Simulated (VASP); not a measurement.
# Os (Fm-3m) in VASP: further runs

Aim: see how the results for Os move with the level of theory and the settings. Levels: r2SCAN+D4, PBE. Tasks: single point.

Everything below comes from runs of VASP 6.6.1. Logs are shortened: lines on timing, memory, paths and dates and some standing lists are left out, and cuts for length are marked.

## (1) The cell of the first run

It takes space group Fm-3m (No. 225, cubic). Conventional cell: a = 3.890 Å, b = 3.890 Å, c = 3.890 Å, α = 90.00°, β = 90.00°, γ = 90.00°. Os (site symmetry m-3m) has 12 Os at 2.75 Å within 3.6 Å.

## (2) Single point, r2SCAN+D4

File POSCAR:

```
Os
1.0
    0.0000000000      1.9450000000      1.9450000000
    1.9450000000      0.0000000000      1.9450000000
    1.9450000000      1.9450000000      0.0000000000
Os
1
Direct
    0.0000000000      0.0000000000      0.0000000000
```

File INCAR.step1:

```
PREC     = Accurate       # precision mode
ENCUT    = 520            # plane-wave cutoff, eV
ISMEAR   = 1              # smearing method
SIGMA    = 0.05           # smearing width, eV
LREAL    = False          # projectors in reciprocal space
LASPH    = True           # aspherical terms in the spheres
NELM     = 80             # most SCF steps
NBANDS   = 10             # bands
GGA      = PE             # functional
ALGO     = Normal         # electronic algorithm
EDIFF    = 1E-4           # SCF threshold, eV
LWAVE    = True           # write WAVECAR
LCHARG   = False          # write CHGCAR
```

File INCAR.step2:

```
PREC     = Accurate       # precision mode
ENCUT    = 520            # plane-wave cutoff, eV
EDIFF    = 1E-6           # SCF threshold, eV
ISMEAR   = 1              # smearing method
SIGMA    = 0.05           # smearing width, eV
LREAL    = False          # projectors in reciprocal space
LASPH    = True           # aspherical terms in the spheres
NELM     = 80             # most SCF steps
ALGO     = Normal         # electronic algorithm
ISIF     = 2              # what is computed and relaxed
LWAVE    = False          # write WAVECAR
LCHARG   = True           # write CHGCAR
METAGGA  = R2SCAN         # meta-GGA
LMIXTAU  = True         
IVDW     = 13             # dispersion correction
VDW_S6   = 1.0          
VDW_S8   = 0.6018749    
VDW_A1   = 0.51559235   
VDW_A2   = 5.77342911   
LELF     = True           # ELF
LVHAR    = True         
NBANDS   = 10             # bands
ISTART   = 1
```

File KPOINTS:

```
Automatic mesh
0
Gamma
  12 12 12
```

Potentials or basis: VASP PAW PBE potentials, release 64 (Os).

Run with:

```sh
> cat potpaw_PBE.64/Os/POTCAR > POTCAR
> cp INCAR.step1 INCAR
> mpirun -np 1 vasp_std > vasp.out
> cp INCAR.step2 INCAR
> mpirun -np 1 vasp_std > vasp.out
```

OUTCAR:

```text
PREC = Accurate
   ENCUT = 520
   EDIFF = 1E-6
   ISMEAR = 1
   LREAL = False
   LASPH = True
   NELM = 80
   ISIF = 2
   METAGGA = R2SCAN
   IVDW = 13
   ISTART = 1

 ion  position               nearest neighbor table
   1  0.000  0.000  0.000-

  LATTYP: Found a face centered cubic cell.
 ALAT       =     3.8900000000

  Lattice vectors:

 A1 = (   0.0000000000,   1.9450000000,   1.9450000000)
 A2 = (   1.9450000000,   0.0000000000,   1.9450000000)
 A3 = (   1.9450000000,   1.9450000000,   0.0000000000)

Analysis of symmetry for initial positions (statically):
=====================================================================
 Subroutine PRICEL returns:
 Original cell was already a primitive cell.

 Routine SETGRP: Setting up the symmetry group for a
 face centered cubic supercell.

 Subroutine GETGRP returns: Found 48 space group operations
 (whereof 48 operations were pure point group operations)
 out of a pool of 48 trial point group operations.

The static configuration has the point symmetry O_h .

Analysis of symmetry for dynamics (positions and initial velocities):
=====================================================================
 Subroutine PRICEL returns:
 Original cell was already a primitive cell.

 Routine SETGRP: Setting up the symmetry group for a
 face centered cubic supercell.

 Subroutine GETGRP returns: Found 48 space group operations
 (whereof 48 operations were pure point group operations)
 out of a pool of 48 trial point group operations.

The dynamic configuration has the point symmetry O_h .

 Subroutine INISYM returns: Found 48 space group operations
 (whereof 48 operations are pure point group operations),
 and found     1 'primitive' translations

----------------------------------------------------------------------------------------

                                     Primitive cell

  volume of cell :      14.7160

  direct lattice vectors                    reciprocal lattice vectors
     0.000000000  1.945000000  1.945000000    -0.257069409  0.257069409  0.257069409
     1.945000000  0.000000000  1.945000000     0.257069409 -0.257069409  0.257069409
     1.945000000  1.945000000  0.000000000     0.257069409  0.257069409 -0.257069409

  length of vectors
     2.750645379  2.750645379  2.750645379     0.445257277  0.445257277  0.445257277

  position of ions in fractional coordinates (direct lattice)
     0.000000000  0.000000000  0.000000000

  ion indices of the primitive-cell ions
   primitive index   ion index
                 1           1

----------------------------------------------------------------------------------------

 KPOINTS: Automatic mesh

Automatic generation of k-mesh.
 Grid dimensions read from file:
 generate k-points for:   12   12   12

 Generating k-lattice:

  Cartesian coordinates                     Fractional coordinates (reciprocal lattice)
    -0.021422451  0.021422451  0.021422451     0.083333333  0.000000000  0.000000000
     0.021422451 -0.021422451  0.021422451     0.000000000  0.083333333  0.000000000
     0.021422451  0.021422451 -0.021422451     0.000000000  0.000000000  0.083333333

  Length of vectors
     0.037104773  0.037104773  0.037104773

  Shift w.r.t. Gamma in fractional coordinates (k-lattice)
     0.000000000  0.000000000  0.000000000

 Subroutine IBZKPT returns following result:
 ===========================================

 Found     72 irreducible k-points:

 Following reciprocal coordinates:
            Coordinates               Weight
  0.000000  0.000000  0.000000      1.000000
  0.083333  0.000000  0.000000      8.000000
  0.166667  0.000000  0.000000      8.000000
  0.250000  0.000000  0.000000      8.000000
  0.333333  0.000000  0.000000      8.000000
  0.416667  0.000000  0.000000      8.000000
[... 16 lines left out ...]
  0.500000  0.166667  0.000000     24.000000
 -0.416667  0.166667  0.000000     24.000000
 [... further k-points ...]
   k-points           NKPTS =     72   k-points in BZ     NKDIM =     72   number of bands    NBANDS=     10
   number of dos      NEDOS =    301   number of ions     NIONS =      1
   total plane-waves  NPLWV =   8000
   dimension x,y,z NGX =    20 NGY =   20 NGZ =   20
   dimension x,y,z NGXF=    40 NGYF=   40 NGZF=   40
   ions per type =               1
   NGX,Y,Z   is equivalent  to a cutoff of  12.09, 12.09, 12.09 a.u.
   NGXF,Y,Z  is equivalent  to a cutoff of  24.18, 24.18, 24.18 a.u.
 SYSTEM =  unknown system
   PREC   = accura    normal or accurate (medium, high low for compatibility)
   ISTART =      1    job   : 0-new  1-cont  2-samecut
   ICHARG =      0    charge: 1-file 2-atom 10-const
   ISPIN  =      1    spin polarized calculation?
   LNONCOLLINEAR =      F non collinear calculations
   LSORBIT =      F    spin-orbit coupling
   LASPH  =      T    aspherical Exc in radial PAW
   ENCUT  =  520.0 eV  38.22 Ry    6.18 a.u.   5.11  5.11  5.11*2*pi/ulx,y,z
   NELM   =     80;   NELMIN=  2; NELMDL=  0     # of ELM steps
   EDIFF  = 0.1E-05   stopping-criterion for ELM
   LREAL  =      F    real-space projection
   EDIFFG = 0.1E-04   stopping-criterion for IOM
   NSW    =      0    number of steps for IOM
   IBRION =     -1    ionic relax: 0-MD 1-quasi-New 2-CG
   NFREE  =      0    steps in history (QN), initial steepest desc. (CG)
   ISIF   =      2    stress and relaxation
   ISYM   =      2    0-nonsym 1-usesym 2-fastsym
   POTIM  = 0.5000    time-step for ionic-motion
   TEBEG  =    0.0;   TEEND  =   0.0 temperature during run
   PSTRESS=    0.0 pullay stress
   NELECT =       8.0000    total number of electrons
   NUPDOWN=      -1.0000    fix difference up-down
   EMIN   =  10.00;   EMAX   =-10.00  energy-range for DOS
   EFERMI =   0.00;   METHOD = LEGACY
   ISMEAR =     1;   SIGMA  =   0.05  broadening in eV -4-tet -1-fermi 0-gaus
   EFERMI_NEDOS =   21; number of points for ismear=-14 and -15
   IALGO  =     38    algorithm
   IMIX   =      4    mixing-type and parameters
     AMIX     =   0.40;   BMIX     =  1.00
     AMIX_MAG =   1.60;   BMIX_MAG =  1.00
  volume/ion in A,a.u.               =      14.72        99.31
  Fermi-wavevector in a.u.,A,eV,Ry     =   1.336109  2.524880 24.288947  1.785187
  Thomas-Fermi vector in A             =   2.464761
   LORBIT       =      0    0 simple, 1 ext, 2 COOP (PROOUT), +10 PAW based schemes
   METAGGA = R2SCAN    functional components
   LHFCALC =     F    Hartree Fock is set to
   AEXX    =    0.0000 exact exchange contribution
   IVDW    =    13    specifies the selected vdW correction
   LEPSILON=     F    determine dielectric tensor
   LRPA    =     F    only Hartree local field effects (RPA)
 non-spin polarized calculation
 Methfessel and Paxton  Order N= 1 SIGMA  =   0.05
  energy-cutoff  :      520.00
  volume of cell :       14.72
 maximum number of plane-waves:       415
   NGX = 11   NGY = 11   NGZ = 11

 number of electron       8.0000000 magnetization

 Free energy of the ion-electron system (eV)
  ---------------------------------------------------
  ext. energy  EPLUGINS =         0.00000000
  ---------------------------------------------------
  free energy    TOTEN  =       -52.83833167 eV

  energy without entropy =      -52.83821163  energy(sigma->0) =      -52.83829166

 E-fermi :   8.4608     XC(G=0): -15.0517

 val. band max:        8.4240861499   @ k =  -0.3333   0.4167   0.0833
 cond. band min:       8.4679268950   @ k =  -0.4167   0.5000   0.0833
 fundamental gap:      0.0438407451
 Fermi energy:         8.4608438403

 k-point     1 :       0.0000    0.0000    0.0000
  band No.  band energies     occupation
      1      -2.4547      2.00000
      2       5.5016      2.00000
      3       5.5016      2.00000
      4       5.5016      2.00000
      5       8.4086      2.05821
      6       8.4086      2.05821
      7      23.3523      0.00000
      8      29.2093      0.00000
      9      29.2093      0.00000
     10      29.2093      0.00000

 k-point     2 :       0.0833    0.0000    0.0000
  band No.  band energies     occupation
      1      -2.1348      2.00000
      2       5.3148      2.00000
      3       5.6417      2.00000
      4       5.6417      2.00000
      5       8.3148      2.00029
      6       8.3148      2.00029
      7      23.9303      0.00000
      8      27.7515      0.00000
      9      29.7639      0.00000
     10      29.7639      0.00000

 k-point     3 :       0.1667    0.0000    0.0000
  band No.  band energies     occupation
      1      -1.2560      2.00000
      2       4.9286      2.00000
      3       5.9223      2.00000
      4       5.9223      2.00000
      5       8.2224      2.00000
      6       8.2224      2.00000
      7      25.0481      0.00000
      8      25.7555      0.00000
      9      31.3214      0.00000
     10      31.3214      0.00000

 k-point     4 :       0.2500    0.0000    0.0000
  band No.  band energies     occupation
      1      -0.1339      2.00000
      2       4.8144      2.00000
      3       5.9583      2.00000
      4       5.9583      2.00000
      5       8.5975     -0.00077
      6       8.5975     -0.00077
      7      23.1371      0.00000
      8      26.3221      0.00000
      9      33.4879      0.00000
     10      33.4879      0.00000

 k-point     5 :       0.3333    0.0000    0.0000
  band No.  band energies     occupation
      1       0.6202      2.00000
      2       5.6063      2.00000
      3       5.6991      2.00000
      4       5.6991      2.00000
      5       9.4755      0.00000
      6       9.4755      0.00000
      7      20.8859      0.00000
      8      24.8848      0.00000
      9      32.3860      0.00000
     10      32.3860      0.00000

 k-point     6 :       0.4167    0.0000    0.0000
  band No.  band energies     occupation
      1       0.8075      2.00000
      2       5.4384      2.00000
      3       5.4384      2.00000
      4       7.2050      2.00000
      5      10.3613      0.00000
      6      10.3613      0.00000
      7      18.4789      0.00000
      8      23.4059      0.00000
      9      30.1243      0.00000
     10      30.1243      0.00000
[... 183 lines left out ...]
 k-point    21 :       0.3333    0.1667    0.0000
  band No.  band energies     occupation
      1       1.0921      2.00000
      2       3.7710      2.00000
      3       5.4774      2.00000
      4       6.8822      2.00000
      5       8.9198     -0.00000
      6       9.9255      0.00000
      7      23.3557      0.00000
      8      27.0734      0.00000
      9      28.7540      0.00000
     10      30.6141      0.00000

 k-point    22 :       0.4167    0.1667    0.0000
  band No.  band energies     occupation
      1       1.6236      2.00000
      2       4.3158      2.00000
      3       5.1358      2.00000
      4       6.6180      2.00000
      5      10.6419      0.00000
      6      10.7778      0.00000
      7      20.1614      0.00000
      8      25.6262      0.00000
      9      27.9605      0.00000
     10      30.3830      0.00000

 k-point    23 :       0.5000    0.1667    0.0000
  band No.  band energies     occupation
      1       1.7436      2.00000
      2       4.4001      2.00000
      3       5.8764      2.00000
      4       6.3498      2.00000
      5      10.8288      0.00000
      6      12.7902      0.00000
      7      17.3380      0.00000
      8      24.8595      0.00000
      9      27.9111      0.00000
     10      28.6160      0.00000

 k-point    24 :      -0.4167    0.1667    0.0000
  band No.  band energies     occupation
      1       1.8209      2.00000
      2       4.4422      2.00000
      3       6.1989      2.00000
      4       6.2235      2.00000
      5      10.2408      0.00000
      6      13.4157      0.00000
      7      17.0784      0.00000
      8      24.7378      0.00000
      9      27.1260      0.00000
     10      29.2302      0.00000

 [... further k-points ...]

------------------------ aborting loop because EDIFF is reached ----------------------------------------

  DFT-D4 for vdW energy calculation

  Edisp (eV):   -0.21007

  FORCE on cell =-STRESS in cart. coord.  units (eV):
  Direction    XX          YY          ZZ          XY          YZ          ZX
  --------------------------------------------------------------------------------------
  -------------------------------------------------------------------------------------
  Total      -1.71918    -1.71918    -1.71918     0.00000     0.00000    -0.00000
  in kB    -187.17314  -187.17314  -187.17314     0.00000     0.00000    -0.00000
  external pressure =     -187.17 kB  Pullay stress =        0.00 kB

 VOLUME and BASIS-vectors are now :
 -----------------------------------------------------------------------------
  energy-cutoff  :      520.00
  volume of cell :       14.72
      direct lattice vectors                 reciprocal lattice vectors
     0.000000000  1.945000000  1.945000000    -0.257069409  0.257069409  0.257069409
     1.945000000  0.000000000  1.945000000     0.257069409 -0.257069409  0.257069409
     1.945000000  1.945000000  0.000000000     0.257069409  0.257069409 -0.257069409

 POSITION                                       TOTAL-FORCE (eV/Angst)
 -----------------------------------------------------------------------------------
      0.00000      0.00000      0.00000         0.000000      0.000000     -0.000000
 -----------------------------------------------------------------------------------
    total drift:                                0.000000     -0.000000     -0.000000

  FREE ENERGIE OF THE ION-ELECTRON SYSTEM (eV)
  ---------------------------------------------------
  free  energy   TOTEN  =       -53.0484054105 eV

  energy  without entropy=      -53.0482853651  energy(sigma->0) =      -53.04836540
```

It took 29 s on 1 thread of Intel Xeon Platinum 8259CL at 2.50GHz (Skylake/Cascade Lake), shared host; peak memory 0.13 GiB.

Results:

* Free energy: -53.0484 eV
* Pressure: -18.7 GPa
* Band gap on the k mesh: zero (band 4 reaches 10.69 eV, above the bottom of band 5 at 7.03 eV)
* Dispersion energy per atom: -0.210 eV

Caveat: the PAW data sets were made with another functional, which shifts forces and pressure a little; spin-orbit coupling is left out, which moves the levels of the heavy elements; pairwise dispersion overbinds metals, which lowers pressure and volume.

## (3) Single point, PBE (volume scaled by 0.94)

File INCAR:

```
PREC = Accurate
ENCUT = 520
EDIFF = 1E-7
ISMEAR = -1
SIGMA = 0.05
LREAL = False
LASPH = True
NELM = 80
ALGO = Normal
ISIF = 2
LWAVE = False
LCHARG = False
GGA = PE
NBANDS = 10
```

File KPOINTS:

```
regular mesh
0
Gamma
  12 12 12
```

File POSCAR:

```
Os
1.0
    0.0000000000      1.9052949815      1.9052949815
    1.9052949815      0.0000000000      1.9052949815
    1.9052949815      1.9052949815      0.0000000000
Os
1
Direct
    0.0000000000      0.0000000000      0.0000000000
```

Potentials or basis: VASP PAW PBE potentials, release 64 (Os).

Run with:

```sh
> cat potpaw_PBE.64/Os/POTCAR > POTCAR
> mpirun -np 1 vasp_std > vasp.out
```

Wall time 20 s (1 thread of AMD EPYC 7R13, shared host); peak memory 0.1 GiB.

Results (log left out):

```
Free energy            : -11.1100 eV
Pressure               : 14.9 GPa
Band gap on the k mesh : zero (band 4 reaches 12.00 eV, above the bottom of band 5 at 8.09 eV)
```

Levels at points of the mesh, in eV from the Fermi level:
```csv
k point,band 1,band 2,band 3,band 4,band 5,band 6,band 7,band 8
"(0.00, 0.00, 0.00)",-11.01,-3.13,-3.13,-3.13,-0.02,-0.02,14.16,20.05
"(0.50, 0.00, 0.00)",-7.89,-3.30,-3.30,-0.30,2.45,2.45,9.11,13.70
"(0.50, 0.50, 0.00)",-7.81,-7.08,2.31,2.41,3.15,3.15,12.29,12.29
```

Caveat: spin-orbit coupling is left out, which moves the levels of the heavy elements.

## (4) Single point, PBE (volume scaled by 0.98)

File INCAR:

```
SYSTEM = Os
  PREC = Accurate
  ENCUT = 520
  EDIFF = 1E-7
  ISMEAR = -1
  SIGMA = 0.05
  LREAL = .FALSE.
  LASPH = .TRUE.
  NELM = 100
  ALGO = Normal
  ISIF = 2
  LWAVE = .FALSE.
  LCHARG = .FALSE.
  GGA = PE
  NBANDS = 10
```

File KPOINTS:

```
Automatic mesh
0
G
  12 12 12
  0 0 0
```

File POSCAR:

```
Os
1.0
    0.0000000000      1.9319459154      1.9319459154
    1.9319459154      0.0000000000      1.9319459154
    1.9319459154      1.9319459154      0.0000000000
Os
1
Direct
    0.0000000000      0.0000000000      0.0000000000
```

Run with:

```sh
> cat potpaw_PBE.64/Os/POTCAR > POTCAR
> mpirun -np 1 vasp_std > vasp.out
```

Wall time 19 s (1 thread of AMD EPYC 7R13, shared host); peak memory 0.1 GiB.

The run converged. Its results:

| Item | Value |
| --- | --- |
| Free energy | -11.1312 eV |
| Pressure | -2.9 GPa |
| Band gap on the k mesh | zero (band 4 reaches 11.20 eV, above the bottom of band 5 at 7.56 eV) |

Levels at points of the mesh, in eV from the Fermi level:
```csv
k point,band 1,band 2,band 3,band 4,band 5,band 6,band 7,band 8
"(0.00, 0.00, 0.00)",-10.63,-2.94,-2.94,-2.94,-0.03,-0.03,14.19,19.84
"(0.50, 0.00, 0.00)",-7.50,-3.09,-3.09,-0.28,2.28,2.28,8.56,13.72
"(0.50, 0.50, 0.00)",-7.36,-6.67,2.22,2.23,2.93,2.93,11.74,12.01
```

Caveat: spin-orbit coupling is left out, which moves the levels of the heavy elements.

## (5) Summary

| level | cell | smearing | gap on the mesh (eV) | pressure (GPa) |
| --- | --- | --- | --- | --- |
| r2SCAN+D4 | a = 2.751 Å, angles 60.0°, 1 atom | methfessel-paxton 0.05 eV | none | -18.7 |
| PBE | a = 2.694 Å, angles 60.0°, 1 atom | fermi-dirac 0.05 eV | none | 14.9 |
| PBE | a = 2.732 Å, angles 60.0°, 1 atom | fermi-dirac 0.05 eV | none | -2.9 |

Alike in all rows: task single point; potentials or basis VASP PAW PBE potentials, release 64 (Os); no spin polarisation; k mesh 12 × 12 × 12; cutoff (eV) 520.

Caveats: spin-orbit coupling is left out, which moves the levels of the heavy elements; the PAW data sets were made with another functional, which shifts forces and pressure a little (some runs); pairwise dispersion overbinds metals, which lowers pressure and volume (some runs).

Total energies depend on the potentials used, so only differences within one code and one set of settings carry meaning.
